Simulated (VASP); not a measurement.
# Cs (Im-3m) in VASP: a series of runs

Runs on Cs. Level: PBE. Tasks: single point.

Everything below comes from runs of VASP 6.6.1. Logs are shortened: lines on timing, memory, paths and dates and some standing lists are left out, and cuts for length are marked.

### Step 1. The cell of the first run

The structure is cubic, space group Im-3m (No. 229). The conventional cell has a = 6.257 Å, b = 6.257 Å, c = 6.257 Å, α = 90.00°, β = 90.00°, γ = 90.00°.

### Step 2. Single point, PBE

INCAR

```
SYSTEM = Cs
PREC     = Accurate       ! precision mode
ENCUT    = 520            ! plane-wave cutoff, eV
EDIFF    = 1E-7           ! SCF threshold, eV
ISMEAR   = -1             ! smearing method
SIGMA    = 0.03           ! smearing width, eV
LREAL    = .False.        ! projectors in reciprocal space
LASPH    = .True.         ! aspherical terms in the spheres
NELM     = 60             ! most SCF steps
ALGO     = Normal         ! electronic algorithm
ISIF     = 2              ! what is computed and relaxed
LWAVE    = .False.        ! write WAVECAR
LCHARG   = .False.        ! write CHGCAR
GGA      = PE             ! functional
NBANDS   = 10             ! bands
```

KPOINTS

```
Automatic mesh
0
Gamma
  9 9 9
  0 0 0
```

POSCAR

```
Cs
1.0
   -3.1284650614      3.1284650614      3.1284650614
    3.1284650614     -3.1284650614      3.1284650614
    3.1284650614      3.1284650614     -3.1284650614
Cs
1
Direct
    0.0000000000      0.0000000000      0.0000000000
```

Potentials or basis: VASP PAW PBE potentials, release 64 (Cs_sv).

The run is started by

```sh
> cat potpaw_PBE.64/Cs_sv/POTCAR > POTCAR
> mpirun -np 1 vasp_std > vasp.out
```

OUTCAR:

```text
SYSTEM = Cs
   PREC = Accurate
   ENCUT = 520
   EDIFF = 1E-7
   ISMEAR = -1
   LREAL = .False.
   LASPH = .True.
   NELM = 60
   ISIF = 2
   GGA = PE

 ion  position               nearest neighbor table
   1  0.000  0.000  0.000-

  LATTYP: Found a body centered cubic cell.
 ALAT       =     6.2569301228

  Lattice vectors:

 A1 = (  -3.1284650614,   3.1284650614,   3.1284650614)
 A2 = (   3.1284650614,  -3.1284650614,   3.1284650614)
 A3 = (   3.1284650614,   3.1284650614,  -3.1284650614)

Analysis of symmetry for initial positions (statically):
=====================================================================
 Subroutine PRICEL returns:
 Original cell was already a primitive cell.

 Routine SETGRP: Setting up the symmetry group for a
 body centered cubic supercell.

 Subroutine GETGRP returns: Found 48 space group operations
 (whereof 48 operations were pure point group operations)
 out of a pool of 48 trial point group operations.

The static configuration has the point symmetry O_h .

Analysis of symmetry for dynamics (positions and initial velocities):
=====================================================================
 Subroutine PRICEL returns:
 Original cell was already a primitive cell.

 Routine SETGRP: Setting up the symmetry group for a
 body centered cubic supercell.

 Subroutine GETGRP returns: Found 48 space group operations
 (whereof 48 operations were pure point group operations)
 out of a pool of 48 trial point group operations.

The dynamic configuration has the point symmetry O_h .

 Subroutine INISYM returns: Found 48 space group operations
 (whereof 48 operations are pure point group operations),
 and found     1 'primitive' translations

----------------------------------------------------------------------------------------

                                     Primitive cell

  volume of cell :     122.4768

  direct lattice vectors                    reciprocal lattice vectors
    -3.128465061  3.128465061  3.128465061     0.000000000  0.159822785  0.159822785
     3.128465061 -3.128465061  3.128465061     0.159822785  0.000000000  0.159822785
     3.128465061  3.128465061 -3.128465061     0.159822785  0.159822785  0.000000000

  length of vectors
     5.418660436  5.418660436  5.418660436     0.226023551  0.226023551  0.226023551

  position of ions in fractional coordinates (direct lattice)
     0.000000000  0.000000000  0.000000000

  ion indices of the primitive-cell ions
   primitive index   ion index
                 1           1

----------------------------------------------------------------------------------------

 KPOINTS: Automatic mesh

Automatic generation of k-mesh.
 Grid dimensions read from file:
 generate k-points for:    9    9    9

 Generating k-lattice:

  Cartesian coordinates                     Fractional coordinates (reciprocal lattice)
     0.000000000  0.017758087  0.017758087     0.111111111  0.000000000  0.000000000
     0.017758087  0.000000000  0.017758087     0.000000000  0.111111111  0.000000000
     0.017758087  0.017758087  0.000000000     0.000000000  0.000000000  0.111111111

  Length of vectors
     0.025113728  0.025113728  0.025113728

  Shift w.r.t. Gamma in fractional coordinates (k-lattice)
     0.000000000  0.000000000  0.000000000

 Subroutine IBZKPT returns following result:
 ===========================================

 Found     35 irreducible k-points:

 Following reciprocal coordinates:
            Coordinates               Weight
  0.000000  0.000000  0.000000      1.000000
  0.111111  0.000000  0.000000     12.000000
  0.222222  0.000000  0.000000     12.000000
  0.333333  0.000000  0.000000     12.000000
  0.444444  0.000000  0.000000     12.000000
  0.111111  0.111111  0.000000     24.000000
[... 16 lines left out ...]
 -0.333333  0.444444  0.111111     48.000000
 -0.444444 -0.444444  0.111111     24.000000
 [... further k-points ...]
   k-points           NKPTS =     35   k-points in BZ     NKDIM =     35   number of bands    NBANDS=     10
   number of dos      NEDOS =    301   number of ions     NIONS =      1
   total plane-waves  NPLWV =  64000
   dimension x,y,z NGX =    40 NGY =   40 NGZ =   40
   dimension x,y,z NGXF=    80 NGYF=   80 NGZF=   80
   ions per type =               1
   NGX,Y,Z   is equivalent  to a cutoff of  12.27, 12.27, 12.27 a.u.
   NGXF,Y,Z  is equivalent  to a cutoff of  24.54, 24.54, 24.54 a.u.
 SYSTEM =  Cs
   PREC   = accura    normal or accurate (medium, high low for compatibility)
   ISTART =      0    job   : 0-new  1-cont  2-samecut
   ICHARG =      2    charge: 1-file 2-atom 10-const
   ISPIN  =      1    spin polarized calculation?
   LNONCOLLINEAR =      F non collinear calculations
   LSORBIT =      F    spin-orbit coupling
   LASPH  =      T    aspherical Exc in radial PAW
   ENCUT  =  520.0 eV  38.22 Ry    6.18 a.u.  10.08 10.08 10.08*2*pi/ulx,y,z
   NELM   =     60;   NELMIN=  2; NELMDL= -5     # of ELM steps
   EDIFF  = 0.1E-06   stopping-criterion for ELM
   LREAL  =      F    real-space projection
   EDIFFG = 0.1E-05   stopping-criterion for IOM
   NSW    =      0    number of steps for IOM
   IBRION =     -1    ionic relax: 0-MD 1-quasi-New 2-CG
   NFREE  =      0    steps in history (QN), initial steepest desc. (CG)
   ISIF   =      2    stress and relaxation
   ISYM   =      2    0-nonsym 1-usesym 2-fastsym
   POTIM  = 0.5000    time-step for ionic-motion
   TEBEG  =    0.0;   TEEND  =   0.0 temperature during run
   PSTRESS=    0.0 pullay stress
   NELECT =       9.0000    total number of electrons
   NUPDOWN=      -1.0000    fix difference up-down
   EMIN   =  10.00;   EMAX   =-10.00  energy-range for DOS
   EFERMI =   0.00;   METHOD = LEGACY
   ISMEAR =    -1;   SIGMA  =   0.03  broadening in eV -4-tet -1-fermi 0-gaus
   EFERMI_NEDOS =   21; number of points for ismear=-14 and -15
   IALGO  =     38    algorithm
   IMIX   =      4    mixing-type and parameters
     AMIX     =   0.40;   BMIX     =  1.00
     AMIX_MAG =   1.60;   BMIX_MAG =  1.00
  volume/ion in A,a.u.               =     122.48       826.51
  Fermi-wavevector in a.u.,A,eV,Ry     =   0.685706  1.295796  6.397353  0.470192
  Thomas-Fermi vector in A             =   1.765724
   LORBIT       =      0    0 simple, 1 ext, 2 COOP (PROOUT), +10 PAW based schemes
   GGA     = PE    functional components
   LHFCALC =     F    Hartree Fock is set to
   AEXX    =    0.0000 exact exchange contribution
   IVDW    =     0    specifies the selected vdW correction
   LEPSILON=     F    determine dielectric tensor
   LRPA    =     F    only Hartree local field effects (RPA)
 non-spin polarized calculation
  energy-cutoff  :      520.00
  volume of cell :      122.48
 maximum number of plane-waves:      3327
   NGX = 21   NGY = 21   NGZ = 21

 number of electron       8.9999999 magnetization

 Free energy of the ion-electron system (eV)
  ---------------------------------------------------
  ext. energy  EPLUGINS =         0.00000000
  ---------------------------------------------------
  free energy    TOTEN  =        -0.85262281 eV

  energy without entropy =       -0.84878555  energy(sigma->0) =       -0.85070418

 E-fermi :   0.3023     XC(G=0):  -5.2521

 val. band max:        0.2860991028   @ k =  -0.3333   0.4444   0.1111
 cond. band min:       0.3653494103   @ k =  -0.4444   0.4444   0.1111
 fundamental gap:      0.0792503075
 Fermi energy:         0.3023124828

 k-point     1 :       0.0000    0.0000    0.0000
  band No.  band energies     occupation
      1     -23.5947      2.00000
      2     -10.3461      2.00000
      3     -10.3461      2.00000
      4     -10.3461      2.00000
      5      -1.3131      2.00000
      6       2.7552      0.00000
      7       2.7552      0.00000
      8       2.7552      0.00000
      9       3.5678      0.00000
     10       3.5678      0.00000

 k-point     2 :       0.1111    0.0000    0.0000
  band No.  band energies     occupation
      1     -23.5941      2.00000
      2     -10.3593      2.00000
      3     -10.3504      2.00000
      4     -10.3461      2.00000
      5      -1.1853      2.00000
      6       2.6195      0.00000
      7       2.6209      0.00000
      8       2.8822      0.00000
      9       3.3917      0.00000
     10       3.5469      0.00000

 k-point     3 :       0.2222    0.0000    0.0000
  band No.  band energies     occupation
      1     -23.5927      2.00000
      2     -10.3924      2.00000
      3     -10.3615      2.00000
      4     -10.3460      2.00000
      5      -0.8224      2.00000
      6       2.1524      0.00000
      7       2.3447      0.00000
      8       3.2562      0.00000
      9       3.3918      0.00000
     10       3.5506      0.00000

 k-point     4 :       0.3333    0.0000    0.0000
  band No.  band energies     occupation
      1     -23.5910      2.00000
      2     -10.4293      2.00000
      3     -10.3739      2.00000
      4     -10.3460      2.00000
      5      -0.2912      2.00000
      6       1.6320      0.00000
      7       2.1016      0.00000
      8       3.4902      0.00000
      9       3.6697      0.00000
     10       3.8556      0.00000
[... 222 lines left out ...]
 k-point    22 :      -0.4444    0.4444    0.1111
  band No.  band energies     occupation
      1     -23.5895      2.00000
      2     -10.4495      2.00000
      3     -10.3870      2.00000
      4     -10.3556      2.00000
      5       0.3653      0.21795
      6       1.1988      0.00000
      7       2.0683      0.00000
      8       2.9077      0.00000
      9       3.8672      0.00000
     10       4.5753      0.00000

 k-point    23 :      -0.3333    0.4444    0.1111
  band No.  band energies     occupation
      1     -23.5894      2.00000
      2     -10.4366      2.00000
      3     -10.3935      2.00000
      4     -10.3638      2.00000
      5       0.2861      1.26383
      6       1.4045      0.00000
      7       2.0127      0.00000
      8       2.9240      0.00000
      9       3.5861      0.00000
     10       4.2296      0.00000

 k-point    24 :      -0.4444   -0.4444    0.1111
  band No.  band energies     occupation
      1     -23.5889      2.00000
      2     -10.4452      2.00000
      3     -10.3994      2.00000
      4     -10.3637      2.00000
      5       0.7111      0.00000
      6       1.0845      0.00000
      7       1.8994      0.00000
      8       2.8576      0.00000
      9       3.7774      0.00000
     10       4.4191      0.00000

 [... further k-points ...]
[... 5 lines left out ...]
  --------------------------------------------------------------------------------------
  -------------------------------------------------------------------------------------
  Total       -0.0708877     -0.0708877     -0.0708877     -0.0000000     -0.0000000      0.0000000
  in kB       -0.9273157     -0.9273157     -0.9273157     -0.0000000     -0.0000000      0.0000000
  external PRESSURE =      -0.9273157 kB  Pullay stress =       0.0000000 kB

 VOLUME and BASIS-vectors are now :
 -----------------------------------------------------------------------------
  energy-cutoff  :      520.00
  volume of cell :      122.48
      direct lattice vectors                 reciprocal lattice vectors
    -3.128465061  3.128465061  3.128465061     0.000000000  0.159822785  0.159822785
     3.128465061 -3.128465061  3.128465061     0.159822785  0.000000000  0.159822785
     3.128465061  3.128465061 -3.128465061     0.159822785  0.159822785  0.000000000

 POSITION                                       TOTAL-FORCE (eV/Angst)
 -----------------------------------------------------------------------------------
      0.00000      0.00000      0.00000         0.000000     -0.000000      0.000000
 -----------------------------------------------------------------------------------
    total drift:                               -0.000000      0.000000     -0.000000

  FREE ENERGIE OF THE ION-ELECTRON SYSTEM (eV)
  ---------------------------------------------------
  free  energy   TOTEN  =        -0.8526228122 eV

  energy  without entropy=       -0.8487855490  energy(sigma->0) =       -0.85070418
```

Wall time 27 s (1 thread of Intel Xeon Platinum 8375C at 2.90GHz (Ice Lake), shared host); peak memory 0.24 GiB.

Results:

```yaml
Free_energy: -0.8526 eV
Pressure: -0.1 GPa
Band_gap_on_the_k_mesh: zero (an odd number of electrons rules out a gap without spin polarisation)
```

Levels at points of the mesh, in eV from the Fermi level:
```
           k point  band 3  band 4  band 5  band 6  band 7  band 8
(0.00, 0.00, 0.00)  -10.65  -10.65   -1.62    2.45    2.45    2.45
```

Caveat: spin-orbit coupling is left out, which moves the levels of the heavy elements.

### Step 3. Single point, PBE, non-collinear spin, zero start, spin-orbit coupling

INCAR

```
SYSTEM = Cs
ALGO = Normal ; EDIFF = 1E-6
ENCUT = 520 ; GGA = PE
GGA_COMPAT = .FALSE. ; ISIF = 2
ISMEAR = -1 ; LASPH = .TRUE.
LCHARG = .FALSE. ; LORBIT = 11
LORBMOM = .TRUE. ; LREAL = .FALSE.
LSORBIT = .TRUE. ; LWAVE = .FALSE.
MAGMOM = 0 0 0 ; NBANDS = 20
NELM = 150 ; PREC = Accurate
SIGMA = 0.03
```

KPOINTS

```
k-points
0
G
  9 9 9
  0 0 0
```

POSCAR is that of step 2.

Potentials or basis: VASP PAW PBE potentials, release 64 (Cs_sv).

The run is started by

```sh
> cat potpaw_PBE.64/Cs_sv/POTCAR > POTCAR
> mpirun -np 1 vasp_ncl > vasp.out
```

Run time: 2.2 min. Hardware: 1 thread of Intel Xeon Platinum 8375C at 2.90GHz (Ice Lake), shared host; peak memory 0.53 GiB.

It converged, with:

- Free energy: -1.0153 eV
- Pressure: -0.1 GPa
- Net moment: 0.00 μB per cell
- Valence electrons inside the program's atomic spheres: Cs 6.54

Moments on the atoms (μB; x, y, z):
```
Cs  0.00 0.00 0.00
```

The gap in the log of VASP goes by the Fermi energy; the results here count the filled bands.